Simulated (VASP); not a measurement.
Wanted: the native input for a VASP 6.6.1 run.

* Task: single point
* Functional: r2SCAN
* Potentials or basis: VASP PAW PBE potentials, release 64 (Pb_d, S)
* Cutoff: 520 eV
* k mesh: 8 × 8 × 8
* Occupations: gaussian, width 0.01 eV
* Spin: no spin polarisation
* Dipole correction: no
* Further INCAR settings: ALGO = Normal; EDIFF = 1e-06; NBANDS = 17

PbS (Galena):

```
CELL_PARAMETERS angstrom
0.00000 3.12474 3.12474
3.12474 0.00000 3.12474
3.12474 3.12474 0.00000
ATOMIC_POSITIONS crystal
Pb 0.00000 0.00000 0.00000
S 0.50000 0.50000 0.50000
```

This cell differs from its parent crystal: strain +5.2%.

These files were run (other wordings do the same):

POSCAR

```
PbS
1.0
    0.0000000000      3.1247408230      3.1247408230
    3.1247408230      0.0000000000      3.1247408230
    3.1247408230      3.1247408230      0.0000000000
Pb S
1 1
Direct
    0.0000000000      0.0000000000      0.0000000000
    0.5000000000      0.5000000000      0.5000000000
```

INCAR.step1

```
SYSTEM = PbS
PREC     = Accurate       ! precision mode
ENCUT    = 520            ! plane-wave cutoff, eV
ISMEAR   = 0              ! smearing method
SIGMA    = 0.01           ! smearing width, eV
LREAL    = .FALSE.        ! projectors in reciprocal space
LASPH    = .TRUE.         ! aspherical terms in the spheres
NELM     = 60             ! most SCF steps
NBANDS   = 17             ! bands
GGA      = PE             ! functional
ALGO     = Normal         ! electronic algorithm
EDIFF    = 1E-4           ! SCF threshold, eV
LWAVE    = .TRUE.         ! write WAVECAR
LCHARG   = .FALSE.        ! write CHGCAR
```

INCAR.step2

```
SYSTEM = PbS
PREC     = Accurate       ! precision mode
ENCUT    = 520            ! plane-wave cutoff, eV
EDIFF    = 1E-6           ! SCF threshold, eV
ISMEAR   = 0              ! smearing method
SIGMA    = 0.01           ! smearing width, eV
LREAL    = .FALSE.        ! projectors in reciprocal space
LASPH    = .TRUE.         ! aspherical terms in the spheres
NELM     = 60             ! most SCF steps
ALGO     = Normal         ! electronic algorithm
ISIF     = 2              ! what is computed and relaxed
LWAVE    = .FALSE.        ! write WAVECAR
LCHARG   = .TRUE.         ! write CHGCAR
METAGGA  = R2SCAN         ! meta-GGA
LMIXTAU  = .TRUE.       
LELF     = .TRUE.         ! ELF
LVHAR    = .TRUE.       
NBANDS   = 17             ! bands
ISTART   = 1
```

KPOINTS

```
regular mesh
0
G
  8 8 8
  0 0 0
```

Potentials or basis: VASP PAW PBE potentials, release 64 (Pb_d, S).

Run with:

```console
$ cat potpaw_PBE.64/Pb_d/POTCAR potpaw_PBE.64/S/POTCAR > POTCAR
$ cp INCAR.step1 INCAR
$ mpirun -np 1 vasp_std > vasp.out
$ cp INCAR.step2 INCAR
$ mpirun -np 1 vasp_std > vasp.out
```

Results of the run:

- Pressure: -5.9 GPa
- Band gap on the k mesh: 1.09 eV, direct

Caveat: the cell differs from its parent crystal (strain +5.2%); the PAW data sets were made with another functional, which shifts forces and pressure a little; spin-orbit coupling is left out, which moves the levels of the heavy elements.

It took 110 s on 1 thread of Intel Xeon 6975P-C, on a shared host, peak memory 0.23 GiB.
